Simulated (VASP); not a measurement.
Runs of VASP 6.6.1 on Cd5B3ClO9. It takes space group Cm (No. 8, monoclinic). Conventional cell: a = 8.172 Å, b = 16.061 Å, c = 3.474 Å, α = 90.00°, β = 99.29°, γ = 90.00°. Within 2.9 Å of Cd (site symmetry 1) lie 5 O at 2.17 to 2.36 Å and 1 Cl at 2.58 Å. Within 3.0 Å of Cd (site symmetry 1) lie 7 O at 2.28 to 2.84 Å and 1 B at 2.79 Å. Within 2.9 Å of Cd (site symmetry m) lie 4 O at 2.17 to 2.38 Å and 2 Cl at 2.55 to 2.63 Å. B (site symmetry m) has 3 O at 1.37 to 1.39 Å within 1.8 Å. B (site symmetry 1) has 3 O at 1.37 to 1.41 Å within 1.8 Å. Cl (site symmetry m) has 4 Cd at 2.55 to 2.63 Å and 3 O at 3.22 to 3.26 Å within 3.4 Å. O (site symmetry 1) has 1 B at 1.37 Å within 1.8 Å. O (site symmetry m) has 1 B at 1.39 Å within 1.9 Å. 

```tsv
task	level	potentials or basis	gap on the mesh (eV)	pressure (GPa)	largest force (eV/Å)
electric field gradients	PBE	VASP PAW PBE potentials, release 64 (Cd, B, Cl, O)	1.99	6.6	(c)
electric field gradients	r2SCAN	VASP PAW PBE potentials, release 64 (Cd, B, Cl, O)	(a)	1.7	0.22
electric field gradients	LDA	VASP PAW LDA potentials, release 64 (Cd, B, Cl, O)	1.83	(b)	0.12
single point	PBE	VASP PAW PBE potentials, release 64 (Cd, B, Cl, O)	1.97	6.0	0.07
```

Alike in all rows: no spin polarisation; cell as given; k mesh 4 × 4 × 7; cutoff (eV) 520; smearing fermi-dirac 0.02 eV.

Fill in the values left out.

(a) 2.48; (b) -3.9; (c) 0.58.

Caveats: the PAW data sets were made with another functional, which shifts forces and pressure a little (some runs).

A k mesh can miss the band edges, and the runs leave out spin-orbit coupling on Cd.
